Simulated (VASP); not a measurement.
# SnO in VASP: single point with PBE+D3(BJ)

Aim: the single point of SnO with PBE+D3(BJ).

All numbers are computed with VASP 6.6.1; they aren't measurements. Logs are shortened: lines on timing, memory, paths and dates and some standing lists are left out, and cuts for length are marked.

## Step 1: The cell of the first run

The cell holds a slab with vacuum, 8 atoms: a = 3.820 Å, b = 3.820 Å, c = 22.226 Å, α = 90.00°, β = 90.00°, γ = 90.00°.

## Step 2: Single point, PBE+D3(BJ)

INCAR reads:

```
SYSTEM = SnO
PREC = Accurate
ENCUT = 520
EDIFF = 1E-6
ISMEAR = 0
SIGMA = 0.05
LREAL = .False.
LASPH = .True.
NELM = 100
ALGO = Normal
ISIF = 2
LWAVE = .False.
LCHARG = .False.
LDIPOL = .True.
IDIPOL = 3
DIPOL = 0.5 0.5 0.399
GGA = PE
IVDW = 12
NBANDS = 50
```

KPOINTS reads:

```
regular mesh
0
Gamma
  7 7 1
  0 0 0
```

POSCAR reads:

```
SnO
1.0
    3.8201526697      0.0002954396      0.0000000000
   -0.0003145245      3.8201526682      0.0000000000
    0.0000000000      0.0000000000     22.2260755522
Sn O
4 4
Direct
    0.9999453086      0.9999453086      0.2024648926
    0.4999453086      0.4999453086      0.3087831570
    0.4999453086      0.4999453086      0.4887519504
    0.9999453086      0.9999453086      0.5950702148
    0.9999461247      0.4999461247      0.2556240248
    0.4999461247      0.9999461247      0.2556240248
    0.4999444925      0.9999444925      0.5419110826
    0.9999444925      0.4999444925      0.5419110826
```

Potentials or basis: VASP PAW PBE potentials, release 64 (Sn_d, O).

On the command line:

```bash
$ cat potpaw_PBE.64/Sn_d/POTCAR potpaw_PBE.64/O/POTCAR > POTCAR
$ mpirun -np 1 vasp_std > vasp.out
```

OUTCAR:

```text
SYSTEM = SnO
   PREC = Accurate
   ENCUT = 520
   EDIFF = 1E-6
   ISMEAR = 0
   LREAL = .False.
   LASPH = .True.
   NELM = 100
   ISIF = 2
   GGA = PE
   IVDW = 12
 IVDW          = 12

 ion  position               nearest neighbor table
   1  1.000  1.000  0.202-   6 2.25   5 2.25   6 2.25   5 2.25   2 3.59   2 3.59   2 3.59   2 3.59

   2  0.500  0.500  0.309-   5 2.25   6 2.25   5 2.25   6 2.25   1 3.59   1 3.59   1 3.59   1 3.59

   3  0.500  0.500  0.489-   8 2.25   7 2.25   8 2.25   7 2.25   4 3.59   4 3.59   4 3.59   4 3.59

   4  1.000  1.000  0.595-   7 2.25   8 2.25   7 2.25   8 2.25   3 3.59   3 3.59   3 3.59   3 3.59

   5  1.000  0.500  0.256-   2 2.25   1 2.25   2 2.25   1 2.25
   6  0.500  1.000  0.256-   1 2.25   2 2.25   1 2.25   2 2.25
   7  0.500  1.000  0.542-   4 2.25   3 2.25   4 2.25   3 2.25
   8  1.000  0.500  0.542-   3 2.25   4 2.25   3 2.25   4 2.25

  LATTYP: Found a simple tetragonal cell.
 ALAT       =     3.8201526811
 C/A-ratio  =     5.8181118420

  Lattice vectors:

 A1 = (   3.8201526697,   0.0002954396,   0.0000000000)
 A2 = (  -0.0003145245,   3.8201526682,   0.0000000000)
 A3 = (   0.0000000000,   0.0000000000,  22.2260755522)

Analysis of symmetry for initial positions (statically):
=====================================================================
 Subroutine PRICEL returns:
 Original cell was already a primitive cell.

 Routine SETGRP: Setting up the symmetry group for a
 simple tetragonal supercell.

 Subroutine GETGRP returns: Found 16 space group operations
 (whereof  2 operations were pure point group operations)
 out of a pool of 16 trial point group operations.

The static configuration has the point symmetry C_1h.
 The point group associated with its full space group is D_4h.

Analysis of symmetry for dynamics (positions and initial velocities):
=====================================================================
 Subroutine PRICEL returns:
 Original cell was already a primitive cell.

 Routine SETGRP: Setting up the symmetry group for a
 simple tetragonal supercell.

 Subroutine GETGRP returns: Found 16 space group operations
 (whereof  2 operations were pure point group operations)
 out of a pool of 16 trial point group operations.

The dynamic configuration has the point symmetry C_1h.
 The point group associated with its full space group is D_4h.

 Subroutine INISYM returns: Found 16 space group operations
 (whereof  2 operations are pure point group operations),
[... 105 lines left out ...]
   NUPDOWN=      -1.0000    fix difference up-down
   EMIN   =  10.00;   EMAX   =-10.00  energy-range for DOS
   EFERMI =   0.00;   METHOD = LEGACY
   ISMEAR =     0;   SIGMA  =   0.05  broadening in eV -4-tet -1-fermi 0-gaus
   EFERMI_NEDOS =   21; number of points for ismear=-14 and -15
   IALGO  =     38    algorithm
   IMIX   =      4    mixing-type and parameters
     AMIX     =   0.40;   BMIX     =  1.00
     AMIX_MAG =   1.60;   BMIX_MAG =  1.00
  volume/ion in A,a.u.               =      40.54       273.61
  Fermi-wavevector in a.u.,A,eV,Ry     =   1.026668  1.940121 14.341186  1.054047
  Thomas-Fermi vector in A             =   2.160573
   LORBIT       =      0    0 simple, 1 ext, 2 COOP (PROOUT), +10 PAW based schemes
   GGA     = PE    functional components
   LHFCALC =     F    Hartree Fock is set to
   AEXX    =    0.0000 exact exchange contribution
   IVDW    =    12    specifies the selected vdW correction
   LEPSILON=     F    determine dielectric tensor
   LRPA    =     F    only Hartree local field effects (RPA)
 non-spin polarized calculation
 Gauss-broadening in eV      SIGMA  =   0.05
  energy-cutoff  :      520.00
  volume of cell :      324.36
 maximum number of plane-waves:      8769
   NGX = 15   NGY = 15   NGZ = 83

 dipolmoment           0.000000      0.000000     -0.000001 electrons x Angstroem

 number of electron      79.9999969 magnetization

 dipolmoment           0.000000      0.000000      0.000000 electrons x Angstroem

 Free energy of the ion-electron system (eV)
  ---------------------------------------------------
  ext. energy  EPLUGINS =         0.00000000
  ---------------------------------------------------
  free energy    TOTEN  =       -45.07236811 eV

  energy without entropy =      -45.07236811  energy(sigma->0) =      -45.07236811

 E-fermi :   0.1857     XC(G=0):  -5.2832

 val. band max:       -0.0941812206   @ k =   0.1429   0.1429   0.0000
 cond. band min:       2.1193451326   @ k =   0.4286  -0.0000   0.0000
 fundamental gap:      2.2135263533
 Fermi energy:         0.1857478712

 k-point     1 :       0.0000    0.0000    0.0000
  band No.  band energies     occupation
      1     -21.0327      2.00000
      2     -21.0325      2.00000
      3     -20.6722      2.00000
      4     -20.6720      2.00000
      5     -20.6367      2.00000
      6     -20.6366      2.00000
[... 519 lines left out ...]
     49       5.8011      0.00000
     50       5.9957      0.00000

------------------------ aborting loop because EDIFF is reached ----------------------------------------

 vacuum level on the upper side and lower side of the slab       (xc-potential included)        -0.147        -0.147

 Edisp (eV)   -1.25333

 E8    (eV) :    -0.5537

  FORCE on cell =-STRESS in cart. coord.  units (eV):
  Direction    XX          YY          ZZ          XY          YZ          ZX
  --------------------------------------------------------------------------------------
  -------------------------------------------------------------------------------------
  Total       0.35152     0.35152     1.02633    -0.00000     0.00000     0.00000
  in kB       1.73632     1.73632     5.06959    -0.00001     0.00000     0.00000
  external pressure =        2.85 kB  Pullay stress =        0.00 kB

 VOLUME and BASIS-vectors are now :
 -----------------------------------------------------------------------------
  energy-cutoff  :      520.00
  volume of cell :      324.36
      direct lattice vectors                 reciprocal lattice vectors
     3.820152670  0.000295440  0.000000000     0.261769641  0.000021552  0.000000000
    -0.000314525  3.820152668  0.000000000    -0.000020245  0.261769641  0.000000000
     0.000000000  0.000000000 22.226075552     0.000000000  0.000000000  0.044992198

 POSITION                                       TOTAL-FORCE (eV/Angst)
 -----------------------------------------------------------------------------------
      3.81963      3.82024      4.50000         0.000000     -0.000000     -0.083927
      1.90971      1.91002      6.86304         0.000000     -0.000000     -0.085195
      1.90971      1.91002     10.86304        -0.000000     -0.000000      0.085195
      3.81963      3.82024     13.22608        -0.000000     -0.000000      0.083927
      3.81979      1.91017      5.68152        -0.000000      0.000000     -0.008574
      1.90956      3.82009      5.68152        -0.000000      0.000000     -0.008574
      1.90955      3.82009     12.04456        -0.000000     -0.000000      0.008574
      3.81978      1.91016     12.04456         0.000000      0.000000      0.008574
 -----------------------------------------------------------------------------------
    total drift:                               -0.000003     -0.000003      0.000002

  FREE ENERGIE OF THE ION-ELECTRON SYSTEM (eV)
  ---------------------------------------------------
  free  energy   TOTEN  =       -46.3257029954 eV

  energy  without entropy=      -46.3257029954  energy(sigma->0) =      -46.32570300

 vacuum level on the upper side and lower side of the slab         4.835         4.834
```

OSZICAR:

```text
N       E                     dE             d eps       ncg     rms          rms(c)
DAV:   1     0.929923935227E+03    0.92992E+03   -0.38305E+04  1080   0.179E+03
DAV:   2     0.130771413315E+03   -0.79915E+03   -0.77010E+03  1112   0.492E+02
DAV:   3    -0.395967247817E+02   -0.17037E+03   -0.16384E+03  1232   0.217E+02
DAV:   4    -0.528268695700E+02   -0.13230E+02   -0.13098E+02  1188   0.626E+01
[... 14 lines left out ...]
DAV:  19    -0.450723446603E+02   -0.30986E-04   -0.22520E-06   808   0.148E-02    0.112E-03
DAV:  20    -0.450723645204E+02   -0.19860E-04   -0.13702E-06   758   0.569E-03    0.172E-03
DAV:  21    -0.450723668021E+02   -0.22818E-05   -0.21882E-07   720   0.392E-03    0.115E-03
DAV:  22    -0.450723680737E+02   -0.12716E-05   -0.31187E-07   690   0.689E-03    0.415E-04
DAV:  23    -0.450723681067E+02   -0.33004E-07   -0.87353E-08   704   0.266E-03
   1 F= -.46325703E+02 E0= -.46325703E+02  d E =-.597557E-16
```

It took 5.1 min on 1 thread of Intel Xeon Platinum 8488C (Sapphire Rapids), shared host; peak memory 0.39 GiB.

What came out:

- Free energy: -46.3257 eV
- Largest force: 0.085 eV/Å
- Band gap on the k mesh: 2.21 eV (least direct gap 2.46 eV)
- Dispersion energy per atom: -0.157 eV

Forces on the atoms (eV/Å):
```
Sn   0.000  0.000 -0.084
Sn   0.000  0.000 -0.085
Sn   0.000  0.000  0.085
Sn   0.000  0.000  0.084
O    0.000  0.000 -0.009
O    0.000  0.000 -0.009
O    0.000  0.000  0.009
O    0.000  0.000  0.009
```

Levels at points of the mesh, in eV from the valence-band top:
| k point | band 38 | band 39 | band 40 | band 41 | band 42 | band 43 |
| --- | --- | --- | --- | --- | --- | --- |
| (0.00, 0.00, 0.00) | -2.03 | -0.77 | -0.05 | 2.44 | 2.78 | 2.78 |

Caveat: spin-orbit coupling is left out, which moves the levels of the heavy elements.
